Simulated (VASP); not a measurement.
Write the native input for VASP 6.6.1 that does the following.

| Quantity | Value |
| --- | --- |
| Task | single point |
| Functional | LDA |
| Potentials or basis | VASP PAW LDA potentials, release 64 (Ga_d) |
| Cutoff | 520 eV |
| k mesh | 13 × 13 × 13 |
| Occupations | fermi-dirac, width 0.05 eV |
| Spin | no spin polarisation |
| Dipole correction | no |
| Further INCAR settings | ALGO = Normal; EDIFF = 1e-06; NBANDS = 12 |

The structure of Ga lies in POSCAR:

```
Ga
1.0
   -1.3659390733      1.3659390733      2.2835458812
    1.3659390733     -1.3659390733      2.2835458812
    1.3659390733      1.3659390733     -2.2835458812
Ga
1
Direct
    0.0000000000      0.0000000000      0.0000000000
```

The input as run:

INCAR

```
SYSTEM = Ga
ALGO     = Normal         ! electronic algorithm
EDIFF    = 1E-6           ! SCF threshold, eV
ENCUT    = 520            ! plane-wave cutoff, eV
GGA      = CA             ! functional
ISIF     = 2              ! what is computed and relaxed
ISMEAR   = -1             ! smearing method
LASPH    = .True.         ! aspherical terms in the spheres
LCHARG   = .False.        ! write CHGCAR
LREAL    = .False.        ! projectors in reciprocal space
LWAVE    = .False.        ! write WAVECAR
NBANDS   = 12             ! bands
NELM     = 100            ! most SCF steps
PREC     = Accurate       ! precision mode
SIGMA    = 0.05           ! smearing width, eV
```

KPOINTS

```
k-points
0
Gamma
  13 13 13
  0 0 0
```

Potentials or basis: VASP PAW LDA potentials, release 64 (Ga_d).

Run with:

```sh
$ cat potpaw_LDA.64/Ga_d/POTCAR > POTCAR
$ mpirun -np 1 vasp_std > vasp.out
```

It gave:

* Pressure: 0.0 GPa
* Band gap on the k mesh: zero (an odd number of electrons rules out a gap without spin polarisation)

Wall time 36 s on 1 thread of AMD EPYC 7R13, on a shared host, peak memory 0.12 GiB.
